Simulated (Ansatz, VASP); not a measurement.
PbS: VASP beside Ansatz

Contents of POSCAR:

```
PbS
1.0
    3.6536590000      0.0000000000      0.0000000000
    0.0000000000      3.6536590000      0.0000000000
    0.0000000000      0.0000000000      3.6536590000
Pb S
1 1
Direct
    0.0000000000      0.0000000000      0.0000000000
    0.5000000000      0.5000000000      0.5000000000
```

File INCAR.step1:

```
SYSTEM = PbS
PREC = Accurate
ENCUT = 400
EDIFF = 1E-5
ISMEAR = -1
SIGMA = 0.05
LREAL = .False.
LASPH = .True.
NELM = 120
ALGO = Normal
ISIF = 2
LWAVE = .True.
LCHARG = .False.
GGA = PE
NBANDS = 17
GGA_COMPAT = .False.
```

File INCAR.step2:

```
SYSTEM = PbS
PREC = Accurate
ENCUT = 400
EDIFF = 1E-6
ISMEAR = -1
SIGMA = 0.05
LREAL = .False.
LASPH = .True.
NELM = 120
ALGO = Normal
ISIF = 2
LWAVE = .False.
LCHARG = .False.
GGA = PE
LHFCALC = .True.
AEXX = 0.25
PRECFOCK = Normal
ISTART = 1
NBANDS = 17
GGA_COMPAT = .False.
```

File KPOINTS:

```
Automatic mesh
0
Gamma
  6 6 6
  0 0 0
```

input.yaml

```yaml
crystal:
  lattice:
    - [3.653659, 0.0, 0.0]
    - [0.0, 3.653659, 0.0]
    - [0.0, 0.0, 3.653659]
  atoms:
    - { symbol: Pb, position: [0.0, 0.0, 0.0] }
    - { symbol: S, position: [0.5, 0.5, 0.5] }
kpoints:
  mp_grid: { grid: [6, 6, 6] }
scf:
  occupations: { method: fermi_dirac, width: 0.05 }
hamiltonian:
  xc: pbe0
  pseudopotentials: { kind: all_electron, datasets: crystal }
output:
  forces: true
  stress: true
```

Alike in both runs: task single point; functional PBE0; k mesh 6 × 6 × 6; occupations fermi-dirac, width 0.05 eV; no spin polarisation.

|  | VASP | Ansatz |
| --- | --- | --- |
| version | VASP 6.6.1 | Ansatz 0.2.0 |
| potentials or method | VASP PAW PBE potentials, release 64 (Pb_d, S), cutoff 400 eV | all-electron PAW datasets made for the crystal |

|  | VASP | Ansatz | Ansatz less VASP |
| --- | --- | --- | --- |
| gap on the k mesh at the Fermi level (eV) | 0.53 | 0.50 | -0.028 |
| least direct gap on the mesh (eV) | 1.45 | 1.40 | -0.046 |
| pressure (GPa) | -1.4 | -1.2 | +0.13 |

Ansatz ran all-electron here, and VASP with PAW potentials.

Spin-orbit coupling is off throughout.
